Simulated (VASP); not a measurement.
# InP (Fm-3m) in VASP: further runs

InP is run at these levels: PBE; tasks: single point.

All numbers are computed with VASP 6.6.1; they aren't measurements. Logs are shortened: lines on timing, memory, paths and dates and some standing lists are left out, and cuts for length are marked.

### 1 The cell of the first run

Symmetry: Fm-3m, No. 225, cubic system. The conventional cell has a = 5.607 Å, b = 5.607 Å, c = 5.607 Å, α = 90.00°, β = 90.00°, γ = 90.00°. In (site symmetry m-3m) has 6 P at 2.80 Å within 3.7 Å. Within 3.7 Å of P (site symmetry m-3m) lie 6 In at 2.80 Å.

### 2 Single point, PBE (strained)

File INCAR:

```
SYSTEM = InP
ALGO = Normal
EDIFF = 1E-6
ENCUT = 500
GGA = PE
GGA_COMPAT = .False.
ISIF = 2
ISMEAR = 0
LASPH = .True.
LCHARG = .False.
LREAL = .False.
LWAVE = .False.
NBANDS = 16
NELM = 120
PREC = Accurate
SIGMA = 0.1
```

File KPOINTS:

```
k-points
0
Gamma
  12 12 12
  0 0 0
```

File POSCAR:

```
InP
1.0
    0.0000000000      2.8036385500      2.8036385500
    2.8036385500      0.0000000000      2.8036385500
    2.8036385500      2.8036385500      0.0000000000
In P
1 1
Direct
    0.0000000000      0.0000000000      0.0000000000
    0.5000000000      0.5000000000      0.5000000000
```

Potentials or basis: VASP PAW PBE potentials, release 64 (In_d, P).

On the command line:

```
cat potpaw_PBE.64/In_d/POTCAR potpaw_PBE.64/P/POTCAR > POTCAR
mpirun -np 1 vasp_std > vasp.out
```

OUTCAR:

```text
SYSTEM = InP
   EDIFF = 1E-6
   ENCUT = 500
   GGA = PE
   ISIF = 2
   ISMEAR = 0
   LASPH = .True.
   LREAL = .False.
   NELM = 120
   PREC = Accurate

 ion  position               nearest neighbor table
   1  0.000  0.000  0.000-   2 2.80   2 2.80   2 2.80   2 2.80   2 2.80   2 2.80
   2  0.500  0.500  0.500-   1 2.80   1 2.80   1 2.80   1 2.80   1 2.80   1 2.80

  LATTYP: Found a face centered cubic cell.
 ALAT       =     5.6072771000

  Lattice vectors:

 A1 = (   0.0000000000,   2.8036385500,   2.8036385500)
 A2 = (   2.8036385500,   0.0000000000,   2.8036385500)
 A3 = (   2.8036385500,   2.8036385500,   0.0000000000)

Analysis of symmetry for initial positions (statically):
=====================================================================
 Subroutine PRICEL returns:
 Original cell was already a primitive cell.

 Routine SETGRP: Setting up the symmetry group for a
 face centered cubic supercell.

 Subroutine GETGRP returns: Found 48 space group operations
 (whereof 48 operations were pure point group operations)
 out of a pool of 48 trial point group operations.

The static configuration has the point symmetry O_h .

Analysis of symmetry for dynamics (positions and initial velocities):
=====================================================================
 Subroutine PRICEL returns:
 Original cell was already a primitive cell.

 Routine SETGRP: Setting up the symmetry group for a
 face centered cubic supercell.

 Subroutine GETGRP returns: Found 48 space group operations
 (whereof 48 operations were pure point group operations)
 out of a pool of 48 trial point group operations.

The dynamic configuration has the point symmetry O_h .

 Subroutine INISYM returns: Found 48 space group operations
 (whereof 48 operations are pure point group operations),
 and found     1 'primitive' translations

----------------------------------------------------------------------------------------

                                     Primitive cell

  volume of cell :      44.0754

  direct lattice vectors                    reciprocal lattice vectors
     0.000000000  2.803638550  2.803638550    -0.178339679  0.178339679  0.178339679
     2.803638550  0.000000000  2.803638550     0.178339679 -0.178339679  0.178339679
     2.803638550  2.803638550  0.000000000     0.178339679  0.178339679 -0.178339679

  length of vectors
     3.964943661  3.964943661  3.964943661     0.308893386  0.308893386  0.308893386

  position of ions in fractional coordinates (direct lattice)
     0.000000000  0.000000000  0.000000000
     0.500000000  0.500000000  0.500000000

  ion indices of the primitive-cell ions
   primitive index   ion index
                 1           1
                 2           2

----------------------------------------------------------------------------------------

 KPOINTS: k-points

Automatic generation of k-mesh.
 Grid dimensions read from file:
 generate k-points for:   12   12   12

 Generating k-lattice:

  Cartesian coordinates                     Fractional coordinates (reciprocal lattice)
    -0.014861640  0.014861640  0.014861640     0.083333333  0.000000000  0.000000000
     0.014861640 -0.014861640  0.014861640     0.000000000  0.083333333  0.000000000
     0.014861640  0.014861640 -0.014861640     0.000000000  0.000000000  0.083333333

  Length of vectors
     0.025741115  0.025741115  0.025741115

  Shift w.r.t. Gamma in fractional coordinates (k-lattice)
     0.000000000  0.000000000  0.000000000

 Subroutine IBZKPT returns following result:
 ===========================================

 Found     72 irreducible k-points:

 Following reciprocal coordinates:
            Coordinates               Weight
  0.000000  0.000000  0.000000      1.000000
  0.083333  0.000000  0.000000      8.000000
  0.166667  0.000000  0.000000      8.000000
  0.250000  0.000000  0.000000      8.000000
  0.333333  0.000000  0.000000      8.000000
  0.416667  0.000000  0.000000      8.000000
[... 16 lines left out ...]
  0.500000  0.166667  0.000000     24.000000
 -0.416667  0.166667  0.000000     24.000000
 [... further k-points ...]
   k-points           NKPTS =     72   k-points in BZ     NKDIM =     72   number of bands    NBANDS=     16
   number of dos      NEDOS =    301   number of ions     NIONS =      2
   total plane-waves  NPLWV =  27000
   dimension x,y,z NGX =    30 NGY =   30 NGZ =   30
   dimension x,y,z NGXF=    60 NGYF=   60 NGZF=   60
   ions per type =               1   1
   NGX,Y,Z   is equivalent  to a cutoff of  12.58, 12.58, 12.58 a.u.
   NGXF,Y,Z  is equivalent  to a cutoff of  25.16, 25.16, 25.16 a.u.
 SYSTEM =  InP
   PREC   = accura    normal or accurate (medium, high low for compatibility)
   ISTART =      0    job   : 0-new  1-cont  2-samecut
   ICHARG =      2    charge: 1-file 2-atom 10-const
   ISPIN  =      1    spin polarized calculation?
   LNONCOLLINEAR =      F non collinear calculations
   LSORBIT =      F    spin-orbit coupling
   LASPH  =      T    aspherical Exc in radial PAW
   ENCUT  =  500.0 eV  36.75 Ry    6.06 a.u.   7.23  7.23  7.23*2*pi/ulx,y,z
   NELM   =    120;   NELMIN=  2; NELMDL= -5     # of ELM steps
   EDIFF  = 0.1E-05   stopping-criterion for ELM
   LREAL  =      F    real-space projection
   EDIFFG = 0.1E-04   stopping-criterion for IOM
   NSW    =      0    number of steps for IOM
   IBRION =     -1    ionic relax: 0-MD 1-quasi-New 2-CG
   NFREE  =      0    steps in history (QN), initial steepest desc. (CG)
   ISIF   =      2    stress and relaxation
   ISYM   =      2    0-nonsym 1-usesym 2-fastsym
   POTIM  = 0.5000    time-step for ionic-motion
   TEBEG  =    0.0;   TEEND  =   0.0 temperature during run
   PSTRESS=    0.0 pullay stress
   NELECT =      18.0000    total number of electrons
   NUPDOWN=      -1.0000    fix difference up-down
   EMIN   =  10.00;   EMAX   =-10.00  energy-range for DOS
   EFERMI =   0.00;   METHOD = LEGACY
   ISMEAR =     0;   SIGMA  =   0.10  broadening in eV -4-tet -1-fermi 0-gaus
   EFERMI_NEDOS =   21; number of points for ismear=-14 and -15
   IALGO  =     38    algorithm
   IMIX   =      4    mixing-type and parameters
     AMIX     =   0.40;   BMIX     =  1.00
     AMIX_MAG =   1.60;   BMIX_MAG =  1.00
  volume/ion in A,a.u.               =      22.04       148.72
  Fermi-wavevector in a.u.,A,eV,Ry     =   1.214601  2.295263 20.072072  1.475256
  Thomas-Fermi vector in A             =   2.350015
   LORBIT       =      0    0 simple, 1 ext, 2 COOP (PROOUT), +10 PAW based schemes
   GGA     = PE    functional components
   LHFCALC =     F    Hartree Fock is set to
   AEXX    =    0.0000 exact exchange contribution
   IVDW    =     0    specifies the selected vdW correction
   LEPSILON=     F    determine dielectric tensor
   LRPA    =     F    only Hartree local field effects (RPA)
 non-spin polarized calculation
 Gauss-broadening in eV      SIGMA  =   0.10
  energy-cutoff  :      500.00
  volume of cell :       44.08
 maximum number of plane-waves:      1139
 NGX is ok and might be reduce to    30
   NGX = 15   NGY = 15   NGZ = 15

 number of electron      18.0000001 magnetization

 Free energy of the ion-electron system (eV)
  ---------------------------------------------------
  ext. energy  EPLUGINS =         0.00000000
  ---------------------------------------------------
  free energy    TOTEN  =        -7.90464572 eV

  energy without entropy =       -7.89941192  energy(sigma->0) =       -7.90202882

 E-fermi :   6.5989     XC(G=0): -10.2240

 val. band max:        6.5792214682   @ k =   0.3333   0.0000   0.0000
 cond. band min:       6.6396507355   @ k =  -0.4167   0.4167   0.0833
 fundamental gap:      0.0604292672
 Fermi energy:         6.5989137745

 k-point     1 :       0.0000    0.0000    0.0000
  band No.  band energies     occupation
      1      -7.6032      2.00000
      2      -7.6032      2.00000
      3      -7.5862      2.00000
      4      -7.5862      2.00000
      5      -7.5862      2.00000
      6      -5.1462      2.00000
[... 8 lines left out ...]
     15      14.8326      0.00000
     16      14.8326      0.00000

 k-point     2 :       0.0833    0.0000    0.0000
  band No.  band energies     occupation
      1      -7.6059      2.00000
      2      -7.6059      2.00000
      3      -7.5862      2.00000
      4      -7.5823      2.00000
      5      -7.5823      2.00000
      6      -5.0634      2.00000
[... 8 lines left out ...]
     15      14.3084      0.00000
     16      14.8598      0.00000

 k-point     3 :       0.1667    0.0000    0.0000
  band No.  band energies     occupation
      1      -7.6152      2.00000
      2      -7.6152      2.00000
      3      -7.5867      2.00000
      4      -7.5697      2.00000
      5      -7.5697      2.00000
      6      -4.8186      2.00000
[... 8 lines left out ...]
     15      14.5456      0.00000
     16      14.7404      0.00000

 k-point     4 :       0.2500    0.0000    0.0000
  band No.  band energies     occupation
      1      -7.6289      2.00000
      2      -7.6289      2.00000
      3      -7.5882      2.00000
      4      -7.5514      2.00000
      5      -7.5514      2.00000
      6      -4.4266      2.00000
[... 8 lines left out ...]
     15      15.2492      0.00000
     16      15.2492      0.00000

 k-point     5 :       0.3333    0.0000    0.0000
  band No.  band energies     occupation
      1      -7.6427      2.00000
      2      -7.6427      2.00000
      3      -7.5905      2.00000
      4      -7.5327      2.00000
      5      -7.5327      2.00000
      6      -3.9276      2.00000
[... 8 lines left out ...]
     15      16.1903      0.00000
     16      16.1903      0.00000

 k-point     6 :       0.4167    0.0000    0.0000
  band No.  band energies     occupation
      1      -7.6529      2.00000
      2      -7.6529      2.00000
      3      -7.5925      2.00000
      4      -7.5190      2.00000
      5      -7.5190      2.00000
      6      -3.4302      2.00000
[... 8 lines left out ...]
     15      17.2151      0.00000
     16      17.2151      0.00000

 k-point     7 :       0.5000    0.0000    0.0000
  band No.  band energies     occupation
      1      -7.6566      2.00000
      2      -7.6566      2.00000
      3      -7.5933      2.00000
      4      -7.5139      2.00000
      5      -7.5139      2.00000
      6      -3.1917      2.00000
[... 8 lines left out ...]
     15      17.7974      0.00000
     16      17.7974      0.00000

 k-point     8 :       0.0833    0.0833    0.0000
  band No.  band energies     occupation
      1      -7.6128      2.00000
      2      -7.6004      2.00000
      3      -7.5893      2.00000
      4      -7.5801      2.00000
      5      -7.5801      2.00000
      6      -5.0346      2.00000
[... 8 lines left out ...]
     15      15.4311      0.00000
     16      15.4311      0.00000

 k-point     9 :       0.1667    0.0833    0.0000
  band No.  band energies     occupation
      1      -7.6256      2.00000
      2      -7.6029      2.00000
      3      -7.5909      2.00000
      4      -7.5720      2.00000
      5      -7.5686      2.00000
      6      -4.8404      2.00000
[... 8 lines left out ...]
     15      15.3902      0.00000
     16      15.5812      0.00000
[... 172 lines left out ...]
 k-point    19 :       0.1667    0.1667    0.0000
  band No.  band energies     occupation
      1      -7.6476      2.00000
      2      -7.5979      2.00000
      3      -7.5928      2.00000
      4      -7.5629      2.00000
      5      -7.5629      2.00000
      6      -4.6928      2.00000
[... 8 lines left out ...]
     15      16.7140      0.00000
     16      16.7512      0.00000

 k-point    20 :       0.2500    0.1667    0.0000
  band No.  band energies     occupation
      1      -7.6725      2.00000
      2      -7.6008      2.00000
      3      -7.5949      2.00000
      4      -7.5522      2.00000
      5      -7.5470      2.00000
      6      -4.3865      2.00000
[... 8 lines left out ...]
     15      16.6068      0.00000
     16      17.0187      0.00000

 k-point    21 :       0.3333    0.1667    0.0000
  band No.  band energies     occupation
      1      -7.6935      2.00000
      2      -7.6054      2.00000
      3      -7.5983      2.00000
      4      -7.5433      2.00000
      5      -7.5281      2.00000
      6      -3.9475      2.00000
[... 8 lines left out ...]
     15      17.2078      0.00000
     16      17.3249      0.00000

 k-point    22 :       0.4167    0.1667    0.0000
  band No.  band energies     occupation
      1      -7.7059      2.00000
      2      -7.6188      2.00000
      3      -7.5919      2.00000
      4      -7.5372      2.00000
      5      -7.5143      2.00000
      6      -3.4367      2.00000
[... 8 lines left out ...]
     15      18.0046      0.00000
     16      18.1373      0.00000

 k-point    23 :       0.5000    0.1667    0.0000
  band No.  band energies     occupation
      1      -7.7073      2.00000
      2      -7.6311      2.00000
      3      -7.5845      2.00000
      4      -7.5339      2.00000
      5      -7.5095      2.00000
      6      -3.0059      2.00000
[... 8 lines left out ...]
     15      18.0767      0.00000
     16      18.9064      0.00000

 k-point    24 :      -0.4167    0.1667    0.0000
  band No.  band energies     occupation
      1      -7.6976      2.00000
      2      -7.6395      2.00000
      3      -7.5792      2.00000
      4      -7.5328      2.00000
      5      -7.5148      2.00000
      6      -2.9360      2.00000
[... 8 lines left out ...]
     15      17.0832      0.00000
     16      17.9955      0.00000

 [... further k-points ...]
[... 5 lines left out ...]
  --------------------------------------------------------------------------------------
  -------------------------------------------------------------------------------------
  Total       -0.7110703     -0.7110703     -0.7110703     -0.0000000      0.0000000      0.0000000
  in kB      -25.8480083    -25.8480083    -25.8480083     -0.0000000      0.0000000      0.0000000
  external PRESSURE =     -25.8480083 kB  Pullay stress =       0.0000000 kB

 VOLUME and BASIS-vectors are now :
 -----------------------------------------------------------------------------
  energy-cutoff  :      500.00
  volume of cell :       44.08
      direct lattice vectors                 reciprocal lattice vectors
     0.000000000  2.803638550  2.803638550    -0.178339679  0.178339679  0.178339679
     2.803638550  0.000000000  2.803638550     0.178339679 -0.178339679  0.178339679
     2.803638550  2.803638550  0.000000000     0.178339679  0.178339679 -0.178339679

 POSITION                                       TOTAL-FORCE (eV/Angst)
 -----------------------------------------------------------------------------------
      0.00000      0.00000      0.00000         0.000000      0.000000      0.000000
      2.80364      2.80364      2.80364        -0.000000     -0.000000      0.000000
 -----------------------------------------------------------------------------------
    total drift:                               -0.000000      0.000000      0.000000

  FREE ENERGIE OF THE ION-ELECTRON SYSTEM (eV)
  ---------------------------------------------------
  free  energy   TOTEN  =        -7.9046457189 eV

  energy  without entropy=       -7.8994119249  energy(sigma->0) =       -7.90202882
```

Run time: 80 s. Hardware: 1 thread of Intel Xeon 8259CL, shared host; peak memory 0.2 GiB.

What came out:

```yaml
Free_energy: -7.9046 eV
Pressure: -2.6 GPa
Band_gap_on_the_k_mesh: zero (bands 9 and 10 overlap by 2.51 eV)
```

Caveat: the cell differs from its parent crystal (strained); spin-orbit coupling is left out, which moves the levels of the heavy elements.

### 3 Single point, PBE (strained)

File INCAR:

```
SYSTEM = InP
PREC = Accurate
ENCUT = 500
EDIFF = 1E-6
ISMEAR = 0
SIGMA = 0.1
LREAL = .False.
LASPH = .True.
NELM = 120
ALGO = Normal
ISIF = 2
LWAVE = .False.
LCHARG = .True.
GGA = PE
LELF = .True.
LVHAR = .True.
NBANDS = 16
GGA_COMPAT = .False.
```

File KPOINTS:

```
Automatic mesh
0
Gamma
  12 12 12
  0 0 0
```

File POSCAR:

```
InP
1.0
    0.0000000000      2.9461887000      2.9461887000
    2.9461887000      0.0000000000      2.9461887000
    2.9461887000      2.9461887000      0.0000000000
In P
1 1
Direct
    0.0000000000      0.0000000000      0.0000000000
    0.5000000000      0.5000000000      0.5000000000
```

Potentials or basis: VASP PAW PBE potentials, release 64 (In_d, P).

On the command line:

```
cat potpaw_PBE.64/In_d/POTCAR potpaw_PBE.64/P/POTCAR > POTCAR
mpirun -np 1 vasp_std > vasp.out
```

Wall time 71 s (1 thread of Intel Xeon 8259CL, shared host); peak memory 0.2 GiB.

The run converged. Its results:

```yaml
Free_energy: -7.6366 eV
Pressure: -8.7 GPa
Band_gap_on_the_k_mesh: zero (bands 9 and 10 overlap by 2.03 eV)
```

Levels at points of the mesh, in eV from the Fermi level:
| k point | band 5 | band 6 | band 7 | band 8 | band 9 | band 10 | band 11 | band 12 | band 13 | band 14 |
| --- | --- | --- | --- | --- | --- | --- | --- | --- | --- | --- |
| (0.00, 0.00, 0.00) | -14.05 | -10.77 | -0.79 | -0.15 | -0.15 | -0.15 | 7.06 | 7.06 | 7.06 | 7.39 |
| (0.50, 0.00, 0.00) | -14.01 | -9.27 | -5.72 | 0.13 | 0.13 | 2.36 | 3.42 | 3.42 | 3.86 | 10.14 |
| (0.50, 0.50, 0.00) | -13.99 | -8.64 | -3.87 | -2.68 | -1.77 | -1.77 | 4.20 | 8.38 | 8.38 | 8.62 |

Caveat: the cell differs from its parent crystal (strained); the cell stands under tension; spin-orbit coupling is left out, which moves the levels of the heavy elements.

The gap in the log of VASP goes by the Fermi energy; the results here count the filled bands.